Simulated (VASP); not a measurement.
Input of a VASP 6.6.1 run:

INCAR

```
SYSTEM = ZnS
PREC = Accurate ; ENCUT = 520
EDIFF = 1E-6 ; ISMEAR = 0
SIGMA = 0.05 ; LREAL = .FALSE.
LASPH = .TRUE. ; NELM = 100
ALGO = Normal ; ISIF = 2
LWAVE = .FALSE. ; LCHARG = .TRUE.
GGA = PE ; LELF = .TRUE.
LVHAR = .TRUE. ; NBANDS = 26
```

Contents of KPOINTS:

```
Automatic mesh
0
G
  12 12 6
  0 0 0
```

File POSCAR:

```
ZnS
1.0
    3.8109987816      0.0000000000      0.0000000000
   -1.9054993908      3.3004217586      0.0000000000
    0.0000000000      0.0000000000      6.2340000000
Zn S
2 2
Direct
    0.3333333333      0.6666666667      0.0000000000
    0.6666666667      0.3333333333      0.5000000000
    0.2878845965      0.5757691930      0.3850000000
    0.6666666667      0.3333333333      0.8850000000
```

Potentials or basis: VASP PAW PBE potentials, release 64 (Zn, S).

Launch:

```bash
$ cat potpaw_PBE.64/Zn/POTCAR potpaw_PBE.64/S/POTCAR > POTCAR
$ mpirun -np 1 vasp_std > vasp.out
```

Problem. Estimate the largest force.

Solution. 1.619 eV/Å.

Problem. Estimate the band gap on the k mesh.

Solution. 2.21 eV.

Problem. Estimate the pressure.

Solution. 3.9 GPa.

Forces in eV/Å, atoms in the order of the input:
```
Zn   0.000 -0.085  0.364
Zn   0.000 -1.191  0.715
S    0.000  1.413 -0.790
S    0.000 -0.136 -0.288
```

Caveat: the cell differs from its parent crystal (atom 3 (S) moved by (+0.000, -0.300) A along x and y); the stress differs along the axes, from 1 to 9 GPa; forces of over 1 eV/Å act on the atoms, so gaps and moduli don't describe the material at rest. A k mesh can miss the band edges.
